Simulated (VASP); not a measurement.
# SnSe (Cmcm) in VASP: single point with LDA

Aim: the single point of SnSe with LDA.

Everything below comes from runs of VASP 6.6.1. Logs are shortened: lines on timing, memory, paths and dates and some standing lists are left out, and cuts for length are marked.

## 1. The cell of the first run

It takes space group Cmcm (No. 63, orthorhombic). The conventional cell has a = 4.310 Å, b = 11.705 Å, c = 4.318 Å, α = 90.00°, β = 90.00°, γ = 90.00°. Sn (site symmetry m2m) has 5 Se at 2.76 to 3.06 Å and 2 Sn at 3.54 Å within 3.6 Å. Within 3.6 Å of Se (site symmetry m2m) lie 5 Sn at 2.76 to 3.06 Å.

## 2. Single point, LDA

Input file INCAR:

```
SYSTEM = SnSe
PREC = Accurate
ENCUT = 520
EDIFF = 1E-7
ISMEAR = 0
SIGMA = 0.05
LREAL = .False.
LASPH = .True.
NELM = 80
ALGO = Normal
ISIF = 2
LWAVE = .False.
LCHARG = .True.
GGA = CA
LELF = .True.
LVHAR = .True.
NBANDS = 28
```

Input file KPOINTS:

```
Automatic mesh
0
Gamma
  8 8 6
  0 0 0
```

Input file POSCAR:

```
SnSe
1.0
    2.1550000000     -5.8525000000      0.0000000000
    2.1550000000      5.8525000000      0.0000000000
    0.0000000000      0.0000000000      4.3180000000
Sn Se
2 2
Direct
    0.8800000000      0.1200000000      0.2500000000
    0.1200000000      0.8800000000      0.7500000000
    0.6440000000      0.3560000000      0.2500000000
    0.3560000000      0.6440000000      0.7500000000
```

Potentials or basis: VASP PAW LDA potentials, release 64 (Sn_d, Se).

On the command line:

```
$ cat potpaw_LDA.64/Sn_d/POTCAR potpaw_LDA.64/Se/POTCAR > POTCAR
$ mpirun -np 1 vasp_std > vasp.out
```

OUTCAR:

```text
SYSTEM = SnSe
   PREC = Accurate
   ENCUT = 520
   EDIFF = 1E-7
   ISMEAR = 0
   LREAL = .False.
   LASPH = .True.
   NELM = 80
   ISIF = 2
   GGA = CA

 ion  position               nearest neighbor table
   1  0.880  0.120  0.250-   3 2.76   4 3.06   4 3.06   4 3.06   4 3.06   2 3.54   2 3.54
   2  0.120  0.880  0.750-   4 2.76   3 3.06   3 3.06   3 3.06   3 3.06   1 3.54   1 3.54
   3  0.644  0.356  0.250-   1 2.76   2 3.06   2 3.06   2 3.06   2 3.06
   4  0.356  0.644  0.750-   2 2.76   1 3.06   1 3.06   1 3.06   1 3.06

  LATTYP: Found a base centered orthorhombic cell.
 ALAT       =     4.3100000000
 B/A-ratio  =     2.7157772622
 C/A-ratio  =     1.0018561485

  Lattice vectors:

 A1 = (   2.1550000000,  -5.8525000000,   0.0000000000)
 A2 = (   2.1550000000,   5.8525000000,   0.0000000000)
 A3 = (   0.0000000000,   0.0000000000,   4.3180000000)

Analysis of symmetry for initial positions (statically):
=====================================================================
 Subroutine PRICEL returns:
 Original cell was already a primitive cell.

 Routine SETGRP: Setting up the symmetry group for a
 base centered orthorhombic supercell.

 Subroutine GETGRP returns: Found  8 space group operations
 (whereof  4 operations were pure point group operations)
 out of a pool of  8 trial point group operations.

The static configuration has the point symmetry C_2h.
 The point group associated with its full space group is D_2h.

Analysis of symmetry for dynamics (positions and initial velocities):
=====================================================================
 Subroutine PRICEL returns:
 Original cell was already a primitive cell.

 Routine SETGRP: Setting up the symmetry group for a
 base centered orthorhombic supercell.

 Subroutine GETGRP returns: Found  8 space group operations
 (whereof  4 operations were pure point group operations)
 out of a pool of  8 trial point group operations.

The dynamic configuration has the point symmetry C_2h.
 The point group associated with its full space group is D_2h.

 Subroutine INISYM returns: Found  8 space group operations
 (whereof  4 operations are pure point group operations),
 and found     1 'primitive' translations

----------------------------------------------------------------------------------------

                                     Primitive cell

  volume of cell :     108.9184

  direct lattice vectors                    reciprocal lattice vectors
     2.155000000 -5.852500000  0.000000000     0.232018561 -0.085433575  0.000000000
     2.155000000  5.852500000  0.000000000     0.232018561  0.085433575  0.000000000
     0.000000000  0.000000000  4.318000000     0.000000000  0.000000000  0.231588698

  length of vectors
     6.236648238  6.236648238  4.318000000     0.247247869  0.247247869  0.231588698

  position of ions in fractional coordinates (direct lattice)
     0.880000000  0.120000000  0.250000000
     0.120000000  0.880000000  0.750000000
     0.644000000  0.356000000  0.250000000
     0.356000000  0.644000000  0.750000000

  ion indices of the primitive-cell ions
   primitive index   ion index
                 1           1
                 2           2
                 3           3
                 4           4

----------------------------------------------------------------------------------------

 KPOINTS: Automatic mesh

Automatic generation of k-mesh.
 Grid dimensions read from file:
 generate k-points for:    8    8    6

 Generating k-lattice:

  Cartesian coordinates                     Fractional coordinates (reciprocal lattice)
     0.029002320 -0.010679197  0.000000000     0.125000000  0.000000000  0.000000000
     0.029002320  0.010679197  0.000000000     0.000000000  0.125000000  0.000000000
     0.000000000  0.000000000  0.038598116     0.000000000  0.000000000  0.166666667

  Length of vectors
     0.030905984  0.030905984  0.038598116

  Shift w.r.t. Gamma in fractional coordinates (k-lattice)
     0.000000000  0.000000000  0.000000000

 Subroutine IBZKPT returns following result:
 ===========================================

 Found     84 irreducible k-points:

 Following reciprocal coordinates:
            Coordinates               Weight
  0.000000  0.000000  0.000000      1.000000
  0.125000 -0.000000  0.000000      4.000000
  0.250000 -0.000000  0.000000      4.000000
  0.375000  0.000000  0.000000      4.000000
  0.500000 -0.000000  0.000000      2.000000
  0.125000  0.125000  0.000000      2.000000
[... 16 lines left out ...]
  0.125000 -0.000000  0.166667      8.000000
  0.250000 -0.000000  0.166667      8.000000
 [... further k-points ...]
   k-points           NKPTS =     84   k-points in BZ     NKDIM =     84   number of bands    NBANDS=     28
   number of dos      NEDOS =    301   number of ions     NIONS =      4
   total plane-waves  NPLWV =  73728
   dimension x,y,z NGX =    48 NGY =   48 NGZ =   32
   dimension x,y,z NGXF=    96 NGYF=   96 NGZF=   64
   ions per type =               2   2
   NGX,Y,Z   is equivalent  to a cutoff of  12.80, 12.80, 12.32 a.u.
   NGXF,Y,Z  is equivalent  to a cutoff of  25.59, 25.59, 24.64 a.u.
 SYSTEM =  SnSe
   PREC   = accura    normal or accurate (medium, high low for compatibility)
   ISTART =      0    job   : 0-new  1-cont  2-samecut
   ICHARG =      2    charge: 1-file 2-atom 10-const
   ISPIN  =      1    spin polarized calculation?
   LNONCOLLINEAR =      F non collinear calculations
   LSORBIT =      F    spin-orbit coupling
   LASPH  =      T    aspherical Exc in radial PAW
   ENCUT  =  520.0 eV  38.22 Ry    6.18 a.u.  11.60 11.60  8.03*2*pi/ulx,y,z
   NELM   =     80;   NELMIN=  2; NELMDL= -5     # of ELM steps
   EDIFF  = 0.1E-06   stopping-criterion for ELM
   LREAL  =      F    real-space projection
   EDIFFG = 0.1E-05   stopping-criterion for IOM
   NSW    =      0    number of steps for IOM
   IBRION =     -1    ionic relax: 0-MD 1-quasi-New 2-CG
   NFREE  =      0    steps in history (QN), initial steepest desc. (CG)
   ISIF   =      2    stress and relaxation
   ISYM   =      2    0-nonsym 1-usesym 2-fastsym
   POTIM  = 0.5000    time-step for ionic-motion
   TEBEG  =    0.0;   TEEND  =   0.0 temperature during run
   PSTRESS=    0.0 pullay stress
   NELECT =      40.0000    total number of electrons
   NUPDOWN=      -1.0000    fix difference up-down
   EMIN   =  10.00;   EMAX   =-10.00  energy-range for DOS
   EFERMI =   0.00;   METHOD = LEGACY
   ISMEAR =     0;   SIGMA  =   0.05  broadening in eV -4-tet -1-fermi 0-gaus
   EFERMI_NEDOS =   21; number of points for ismear=-14 and -15
   IALGO  =     38    algorithm
   IMIX   =      4    mixing-type and parameters
     AMIX     =   0.40;   BMIX     =  1.00
     AMIX_MAG =   1.60;   BMIX_MAG =  1.00
  volume/ion in A,a.u.               =      27.23       183.75
  Fermi-wavevector in a.u.,A,eV,Ry     =   1.172360  2.215439 18.700233  1.374428
  Thomas-Fermi vector in A             =   2.308790
   LORBIT       =      0    0 simple, 1 ext, 2 COOP (PROOUT), +10 PAW based schemes
   GGA     = CA    functional components
   LHFCALC =     F    Hartree Fock is set to
   AEXX    =    0.0000 exact exchange contribution
   IVDW    =     0    specifies the selected vdW correction
   LEPSILON=     F    determine dielectric tensor
   LRPA    =     F    only Hartree local field effects (RPA)
 non-spin polarized calculation
 Gauss-broadening in eV      SIGMA  =   0.05
  energy-cutoff  :      520.00
  volume of cell :      108.92
 maximum number of plane-waves:      2968
 NGX is ok and might be reduce to    48
   NGX = 23   NGY = 23   NGZ = 17

 number of electron      40.0000006 magnetization

 Free energy of the ion-electron system (eV)
  ---------------------------------------------------
  ext. energy  EPLUGINS =         0.00000000
  ---------------------------------------------------
  free energy    TOTEN  =       -18.82827962 eV

  energy without entropy =      -18.82827909  energy(sigma->0) =      -18.82827936

 E-fermi :   5.1984     XC(G=0):  -9.9186

 val. band max:        5.0727132343   @ k =   0.5000   0.5000   0.3333
 cond. band min:       5.3259914394   @ k =   0.5000   0.5000   0.0000
 fundamental gap:      0.2532782051
 Fermi energy:         5.1984099951

 k-point     1 :       0.0000    0.0000    0.0000
  band No.  band energies     occupation
      1     -16.2396      2.00000
      2     -16.2394      2.00000
      3     -16.2300      2.00000
      4     -16.2252      2.00000
      5     -16.2236      2.00000
      6     -16.2083      2.00000
[... 20 lines left out ...]
     27      10.3013      0.00000
     28      11.4389      0.00000

 k-point     2 :       0.1250   -0.0000    0.0000
  band No.  band energies     occupation
      1     -16.2385      2.00000
      2     -16.2382      2.00000
      3     -16.2316      2.00000
      4     -16.2260      2.00000
      5     -16.2226      2.00000
      6     -16.2061      2.00000
[... 20 lines left out ...]
     27      10.5513      0.00000
     28      11.4767      0.00000

 k-point     3 :       0.2500   -0.0000    0.0000
  band No.  band energies     occupation
      1     -16.2360      2.00000
      2     -16.2350      2.00000
      3     -16.2346      2.00000
      4     -16.2279      2.00000
      5     -16.2203      2.00000
      6     -16.2010      2.00000
[... 20 lines left out ...]
     27      10.9674      0.00000
     28      11.9423      0.00000

 k-point     4 :       0.3750    0.0000    0.0000
  band No.  band energies     occupation
      1     -16.2374      2.00000
      2     -16.2334      2.00000
      3     -16.2319      2.00000
      4     -16.2299      2.00000
      5     -16.2182      2.00000
      6     -16.1979      2.00000
[... 578 lines left out ...]
     27      10.3045      0.00000
     28      12.0659      0.00000

 k-point    23 :       0.1250   -0.0000    0.1667
  band No.  band energies     occupation
      1     -16.2367      2.00000
      2     -16.2352      2.00000
      3     -16.2330      2.00000
      4     -16.2287      2.00000
      5     -16.2234      2.00000
      6     -16.2010      2.00000
[... 20 lines left out ...]
     27      10.5100      0.00000
     28      12.1007      0.00000

 k-point    24 :       0.2500   -0.0000    0.1667
  band No.  band energies     occupation
      1     -16.2376      2.00000
      2     -16.2334      2.00000
      3     -16.2322      2.00000
      4     -16.2301      2.00000
      5     -16.2219      2.00000
      6     -16.1969      2.00000
[... 20 lines left out ...]
     27      11.1876      0.00000
     28      12.1575      0.00000

 [... further k-points ...]
[... 5 lines left out ...]
  --------------------------------------------------------------------------------------
  -------------------------------------------------------------------------------------
  Total       -3.3823942     -2.6879219     -3.3577331      0.0000000      0.0000000      0.0000000
  in kB      -49.7546265    -39.5390198    -49.3918647      0.0000000      0.0000000      0.0000000
  external PRESSURE =     -46.2285037 kB  Pullay stress =       0.0000000 kB

 VOLUME and BASIS-vectors are now :
 -----------------------------------------------------------------------------
  energy-cutoff  :      520.00
  volume of cell :      108.92
      direct lattice vectors                 reciprocal lattice vectors
     2.155000000 -5.852500000  0.000000000     0.232018561 -0.085433575  0.000000000
     2.155000000  5.852500000  0.000000000     0.232018561  0.085433575  0.000000000
     0.000000000  0.000000000  4.318000000     0.000000000  0.000000000  0.231588698

 POSITION                                       TOTAL-FORCE (eV/Angst)
 -----------------------------------------------------------------------------------
      2.15500     -4.44790      1.07950         0.000000      0.397571     -0.000000
      2.15500      4.44790      3.23850         0.000000     -0.397571      0.000000
      2.15500     -1.68552      1.07950         0.000000     -0.157136      0.000000
      2.15500      1.68552      3.23850         0.000000      0.157136      0.000000
 -----------------------------------------------------------------------------------
    total drift:                               -0.000000     -0.000000      0.000000

  FREE ENERGIE OF THE ION-ELECTRON SYSTEM (eV)
  ---------------------------------------------------
  free  energy   TOTEN  =       -18.8282796229 eV

  energy  without entropy=      -18.8282790872  energy(sigma->0) =      -18.82827936
```

Wall time 3 min (1 thread of Intel Xeon Platinum 8488C (Sapphire Rapids), shared host); peak memory 0.37 GiB.

Results:

```
Free energy            : -18.8283 eV
Pressure               : -4.6 GPa
Largest force          : 0.398 eV/Å
Band gap on the k mesh : 0.25 eV, indirect (the least direct gap lies 2.9 meV higher)
```

Forces on the atoms (eV/Å):
```
Sn   0.000  0.398  0.000
Sn   0.000 -0.398  0.000
Se   0.000 -0.157  0.000
Se   0.000  0.157  0.000
```

Levels at points of the mesh, in eV from the valence-band top:
```tsv
k point	band 16	band 17	band 18	band 19	band 20	band 21	band 22	band 23	band 24	band 25
(0.00, 0.00, 0.00)	-3.34	-2.85	-2.22	-1.51	-0.58	3.61	3.70	3.76	4.17	4.60
(0.50, 0.00, 0.00)	-2.52	-1.77	-1.47	-0.57	-0.46	1.00	1.14	1.25	2.33	2.84
(0.50, 0.50, 0.00)	-2.85	-2.22	-1.80	-1.53	-0.57	0.25	3.16	3.80	3.84	4.13
(0.00, 0.00, 0.50)	-3.42	-1.57	-1.57	-0.34	-0.34	0.81	0.81	1.46	1.46	4.97
(0.50, 0.00, 0.50)	-4.70	-3.70	-3.70	-1.58	-1.58	2.35	2.35	4.66	4.66	6.28
(0.50, 0.50, 0.50)	-1.75	-1.42	-1.42	-1.08	-1.08	1.37	1.37	2.07	2.07	2.74
```

Caveat: spin-orbit coupling is left out, which moves the levels of the heavy elements. A k mesh can miss the band edges.
